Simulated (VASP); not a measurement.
Runs of VASP 6.6.1 on CaSe. The structure is that of space group Fm-3m (No. 225), or close to it. The cells are those of the table. 

| level | cell | k mesh | gap on the mesh (eV) | pressure (GPa) |
| --- | --- | --- | --- | --- |
| r2SCAN | a = 4.197 Å, angles 60.0°, 2 atoms | 6 × 6 × 6 | 2.52 | 0.2 |
| PBE | a = 4.297 Å, angles 60.0°, 2 atoms | 6 × 6 × 6 | 2.19 | (c) |
| PBE | a = 4.256 Å, angles 60.0°, 2 atoms | 6 × 6 × 6 | (b) | -1.2 |
| r2SCAN | a = 4.154 Å, angles 60.0°, 2 atoms | 6 × 6 × 6 | (a) | 2.0 |
| PBE | a = 4.128 Å, angles 60.0°, 2 atoms | 6 × 6 × 6 | 1.92 | 3.5 |
| r2SCAN | a = 4.111 Å, angles 60.0°, 2 atoms | 6 × 6 × 6 | 2.36 | 4.0 |
| r2SCAN | a = 4.238 Å, angles 60.0°, 2 atoms | 6 × 6 × 6 | 2.58 | -1.2 |
| r2SCAN | a = 4.197 Å, angles 60.0°, 2 atoms | 8 × 8 × 8 | 2.52 | 0.2 |
| PBE | a = 4.197 Å, angles 60.0°, 2 atoms | 8 × 8 × 8 | 2.05 | 0.7 |
| r2SCAN | a = 4.279 Å, angles 60.0°, 2 atoms | 6 × 6 × 6 | 2.64 | (d) |
| PBE | a = 4.214 Å, angles 60.0°, 2 atoms | 6 × 6 × 6 | 2.08 | 0.1 |
| PBE | a = 4.172 Å, angles 60.0°, 2 atoms | 6 × 6 × 6 | 2.00 | 1.7 |

Alike in all rows: task single point; potentials or basis VASP PAW PBE potentials, release 64 (Ca_sv, Se); no spin polarisation; cutoff (eV) 520; smearing gaussian 0.01 eV.

Fill in the values left out.

(a) 2.44; (b) 2.14; (c) -2.4; (d) -2.5.

Caveats: the PAW data sets were made with another functional, which shifts forces and pressure a little (some runs).

A k mesh can miss the band edges, and the runs leave out spin-orbit coupling on Se.
